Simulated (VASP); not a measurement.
Wanted: the native input for a VASP 6.6.1 run.

```
Task                   : electric field gradients
Functional             : PBEsol
Potentials or basis    : VASP PAW PBE potentials, release 64 (Mg, I)
Cutoff                 : 520 eV
k mesh                 : 7 × 7 × 4
Occupations            : fermi-dirac, width 0.03 eV
Spin                   : no spin polarisation
Dipole correction      : no
Further INCAR settings : ALGO = Normal; EDIFF = 1e-08; NBANDS = 15
```

The structure of MgI2 lies in POSCAR:

```
MgI2
1.0
    4.1537001214      0.0207685006      0.0207685006
   -2.0588640116      3.5868255745      0.0076017988
    0.0343100000      0.0343100000      6.8620000000
Mg I
1 2
Direct
    0.0000000000      0.0000000000      0.0000000000
    0.3333333333      0.6666666667      0.7576300000
    0.6666666667      0.3333333333      0.2423700000
```

This cell differs from its parent crystal: equal xy, yz and zx shear strains of +1 %.

The input as run:

INCAR

```
PREC = Accurate
ENCUT = 520
EDIFF = 1E-8
ISMEAR = -1
SIGMA = 0.03
LREAL = F
LASPH = T
NELM = 100
ALGO = Normal
ISIF = 2
LWAVE = F
LCHARG = F
GGA = PS
LEFG = T
NBANDS = 15
```

KPOINTS

```
Automatic mesh
0
Gamma
  7 7 4
```

Potentials or basis: VASP PAW PBE potentials, release 64 (Mg, I).

Run with:

```sh
$ cat potpaw_PBE.64/Mg/POTCAR potpaw_PBE.64/I/POTCAR > POTCAR
$ mpirun -np 1 vasp_std > vasp.out
```

Results of the run:

```
Pressure               : -0.2 GPa
Largest force          : 0.053 eV/Å
Band gap on the k mesh : 3.44 eV, indirect (least direct gap 3.57 eV)
```

Caveat: the cell differs from its parent crystal (equal xy, yz and zx shear strains of +1 %); without QUAD_EFG the Cq values of the log hold for a quadrupole moment of 1 mb, not for the nuclei; the PAW data sets were made with another functional, which shifts forces and pressure a little; spin-orbit coupling is left out, which moves the levels of the heavy elements.

Run time: 2.3 min on 1 thread of Intel(R) Xeon(R) Platinum 8259CL CPU @ 2.50GHz (Skylake/Cascade Lake) (shared host), peak memory 0.33 GiB.
